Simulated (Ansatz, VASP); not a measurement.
**LiF in VASP and in Ansatz**

The input INCAR:

```
PREC = Accurate
ENCUT = 520
EDIFF = 1E-6
ISMEAR = 0
SIGMA = 0.05
LREAL = F
LASPH = T
NELM = 80
ALGO = Normal
ISIF = 2
LWAVE = F
LCHARG = F
GGA = PE
NBANDS = 12
```

The input KPOINTS:

```
Automatic mesh
0
Gamma
  10 10 10
```

POSCAR

```
LiF
1.0
    0.0000000000      2.0945600000      2.1751200000
    2.0945600000      0.0000000000      2.1751200000
    2.0945600000      2.0945600000      0.0000000000
Li F
1 1
Direct
    0.0000000000      0.0000000000      0.0000000000
    0.5000000000      0.5000000000      0.5000000000
```

Input for Ansatz:

```yaml
crystal:
  lattice:
    - [0.0, 2.09456, 2.17512]
    - [2.09456, 0.0, 2.17512]
    - [2.09456, 2.09456, 0.0]
  atoms:
    - { symbol: Li, position: [0.0, 0.0, 0.0] }
    - { symbol: F, position: [0.5, 0.5, 0.5] }
basis:
  ecutwfc: 420
kpoints:
  mp_grid: { grid: [10, 10, 10] }
hamiltonian:
  xc: pbe
scf:
  occupations: { method: gaussian, width: 0.05 }
output:
  forces: true
  stress: true
  eigenvalues: true
```

Change from the starting cell: strain +0.040 along x and y, +0.080 along z, atoms carried along.

Alike in both runs: task single point; functional PBE; k mesh 10 × 10 × 10; occupations gaussian, width 0.05 eV; no spin polarisation.

|  | VASP | Ansatz |
| --- | --- | --- |
| version | VASP 6.6.1 | Ansatz 0.2.0 |
| potentials or method | VASP PAW PBE potentials, release 64 (Li_sv, F), cutoff 520 eV | scalar-relativistic, plane waves, PAW |
| valence electrons in the cell | 10 | 10 |

```csv
,VASP,Ansatz,Ansatz less VASP
gap on the k mesh at the Fermi level (eV),7.79,7.79,+0.001
least direct gap on the mesh (eV),7.79,7.79,+0.001
```

The functional is the same, so the differences come from potentials, cutoffs and numerics.

Noted on VASP's run: the cutoff is short for stress, so the pressure is rough.
